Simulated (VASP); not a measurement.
Input of a VASP 6.6.1 run:

The input INCAR:

```
PREC = Accurate
ENCUT = 600
EDIFF = 1E-6
ISMEAR = 0
SIGMA = 0.01
LREAL = F
LASPH = T
NELM = 120
ALGO = Normal
ISIF = 2
LWAVE = F
LCHARG = F
NBANDS = 11
GGA_COMPAT = F
```

File KPOINTS:

```
Automatic mesh
0
Gamma
  3 3 3
```

File POSCAR:

```
BeS
1.0
    0.0000000000      2.4250000000      2.4250000000
    2.4250000000      0.0000000000      2.4250000000
    2.4250000000      2.4250000000      0.0000000000
Be S
1 1
Direct
    0.0000000000      0.0000000000      0.0000000000
    0.2500000000      0.2500000000      0.2500000000
```

Potentials or basis: VASP PAW LDA potentials, release 64 (Be, S).

The run is started by

```console
$ cat potpaw_LDA.64/Be/POTCAR potpaw_LDA.64/S/POTCAR > POTCAR
$ mpirun -np 1 vasp_std > vasp.out
```

Problem. Estimate the pressure.

Solution. -1.0 GPa.

Problem. Estimate the band gap on the k mesh.

Solution. 3.59 eV, indirect (least direct gap 5.48 eV).

Caveat: the k points lie up to 0.75 Å⁻¹ apart. As with any semilocal functional, this LDA gap is likely too small.
